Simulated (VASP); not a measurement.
SiO2: single point with r2SCAN

The system is SiO2.

```
Si O
1.0
     4.90789    0.00000    0.00000
    -2.45394    4.25036    0.00000
     0.00000    0.00000    5.37485
Si O
3 6
Direct
  0.00000 0.50000 0.33333
  0.50000 0.50000 0.66667
  0.50000 0.00000 0.00000
  0.58350 0.79175 0.83333
  0.79175 0.58350 0.50000
  0.79175 0.20825 0.16667
  0.41650 0.20825 0.83333
  0.20825 0.41650 0.50000
  0.20825 0.79175 0.16667
```

This cell differs from its parent crystal: strain -0.030 along x and y, -0.030 along z.

* Program: VASP 6.6.1
* Task: single point
* Functional: r2SCAN
* Potentials or basis: VASP PAW PBE potentials, release 64 (Si, O)
* Cutoff: 520 eV
* k mesh: 6 × 6 × 4
* Occupations: gaussian, width 0.05 eV
* Spin: no spin polarisation

```json
{"Pressure": "21.0 GPa", "Largest force": "0.827 eV/Å", "Band gap on the k mesh": "6.68 eV (least direct gap 6.90 eV)"}
```

Forces in eV/Å, atoms in the order of the input:
```
Si   0.000  0.000  0.000
Si   0.000  0.000  0.000
Si   0.000  0.000  0.000
O    0.716  0.413  0.000
O    0.000  0.827  0.000
O    0.716 -0.413  0.000
O   -0.716 -0.413  0.000
O    0.000 -0.827  0.000
O   -0.716  0.413  0.000
```

Stress tensor (GPa, compression positive):
```
20.90  0.00  0.00
 0.00 20.90  0.00
 0.00  0.00 21.08
```

Levels at points of the mesh, in eV from the valence-band top:
```
           k point  band 20  band 21  band 22  band 23  band 24  band 25  band 26  band 27  band 28  band 29
(0.00, 0.00, 0.00)    -1.12    -1.12    -0.54    -0.54    -0.22     6.68    10.17    10.17    10.56    10.56
(0.50, 0.00, 0.00)    -1.34    -1.32    -1.15    -0.39     0.00     8.86     9.78    10.81    11.10    11.14
(0.00, 0.00, 0.50)    -2.06    -1.33    -0.29    -0.01    -0.01     8.63     8.63     9.50    11.32    11.32
(0.50, 0.00, 0.50)    -1.48    -1.06    -0.81    -0.76    -0.40    10.08    10.27    10.80    10.80    11.08
```

Wall time 7.1 min on 1 thread of Intel(R) Xeon(R) Platinum 8259CL CPU @ 2.50GHz (Skylake/Cascade Lake), with other jobs on the host, peak memory 0.27 GiB.

Caveat: the cell differs from its parent crystal (strain -0.030 along x and y, -0.030 along z); the cell stands under pressure; the PAW data sets were made with another functional, which shifts forces and pressure a little. A k mesh can miss the band edges.
